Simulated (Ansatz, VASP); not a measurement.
## Two plane-wave programs on SnO2

INCAR

```
ALGO = Normal
EDIFF = 1E-7
ENCUT = 520
ISIF = 2
ISMEAR = 0
LASPH = True
LCHARG = False
LREAL = False
LWAVE = False
NBANDS = 64
NELM = 100
PREC = Accurate
SIGMA = 0.05
```

File KPOINTS:

```
k-points
0
Gamma
  6 6 6
```

The input POSCAR:

```
SnO2
1.0
    4.9842762419      0.0000000000      0.0000000000
    0.0000000000      5.8756777114      0.0000000000
    0.0000000000      0.0000000000      5.5144436067
Sn O
4 8
Direct
    0.5000000000      0.6673419135      0.7500000000
    0.0000000000      0.8326580865      0.2500000000
    0.5000000000      0.3326580865      0.2500000000
    0.0000000000      0.1673419135      0.7500000000
    0.7309254637      0.6050162923      0.0776916535
    0.2309254637      0.8949837077      0.9223083465
    0.7690745363      0.8949837077      0.5776916535
    0.2690745363      0.6050162923      0.4223083465
    0.7309254637      0.3949837077      0.5776916535
    0.2309254637      0.1050162923      0.4223083465
    0.7690745363      0.1050162923      0.0776916535
    0.2690745363      0.3949837077      0.9223083465
```

Input for Ansatz:

```yaml
crystal:
  lattice:
    - [4.9842762419, 0.0, 0.0]
    - [0.0, 5.8756777114, 0.0]
    - [0.0, 0.0, 5.5144436067]
  atoms:
    - { symbol: Sn, position: [0.5, 0.6673419135, 0.75] }
    - { symbol: Sn, position: [0.0, 0.8326580865, 0.25] }
    - { symbol: Sn, position: [0.5, 0.3326580865, 0.25] }
    - { symbol: Sn, position: [0.0, 0.1673419135, 0.75] }
    - { symbol: O, position: [0.7309254637, 0.6050162923, 0.0776916535] }
    - { symbol: O, position: [0.2309254637, 0.8949837077, 0.9223083465] }
    - { symbol: O, position: [0.7690745363, 0.8949837077, 0.5776916535] }
    - { symbol: O, position: [0.2690745363, 0.6050162923, 0.4223083465] }
    - { symbol: O, position: [0.7309254637, 0.3949837077, 0.5776916535] }
    - { symbol: O, position: [0.2309254637, 0.1050162923, 0.4223083465] }
    - { symbol: O, position: [0.7690745363, 0.1050162923, 0.0776916535] }
    - { symbol: O, position: [0.2690745363, 0.3949837077, 0.9223083465] }
basis:
  ecutwfc: 520.0
kpoints:
  mp_grid: { grid: [6, 6, 6] }
hamiltonian:
  xc: lda
  pseudopotentials: { kind: paw, azcp: { folder: soft_1 } }
scf:
  occupations: { method: gaussian, width: 0.05 }
output:
  forces: true
  stress: true
  eigenvalues: true
  write_density: true
  write_potential: true
  elf: true
  volumetric_format: npy
```

Change from the starting cell: volume 13.458 Å^3 an atom, stretch along b over the lengths across it, relative to the relaxed cell 0.9736.

Alike in both runs: task single point; functional LDA; k mesh 6 × 6 × 6; occupations gaussian, width 0.05 eV; no spin polarisation.

|  | VASP | Ansatz |
| --- | --- | --- |
| version | VASP 6.6.1 | Ansatz 0.2.0 |
| potentials or method | VASP PAW LDA potentials, release 64 (Sn_d, O), cutoff 520 eV | scalar-relativistic, plane waves, PAW |
| valence electrons in the cell | 104 | 104 |

|  | VASP | Ansatz | Ansatz less VASP |
| --- | --- | --- | --- |
| gap on the k mesh at the Fermi level (eV) | 0.07 | 0.06 | -0.012 |
| least direct gap on the mesh (eV) | 0.09 | 0.07 | -0.013 |
| pressure (GPa) | -21.9 | -22.6 | -0.68 |
| traceless stress, the component that is largest in VASP (GPa) | 3.03 | 3.05 | +0.021 |
| rms of the force components (eV/Å) | 0.208 | 0.214 | +0.0063 |

Ansatz warns that its potentials were made for another functional, while VASP's fit it. LDA's correlation is that of Perdew and Zunger in VASP and of Perdew and Wang (1992) in Ansatz. Atom by atom the forces differ by 0.007 eV/Å (rms over components).
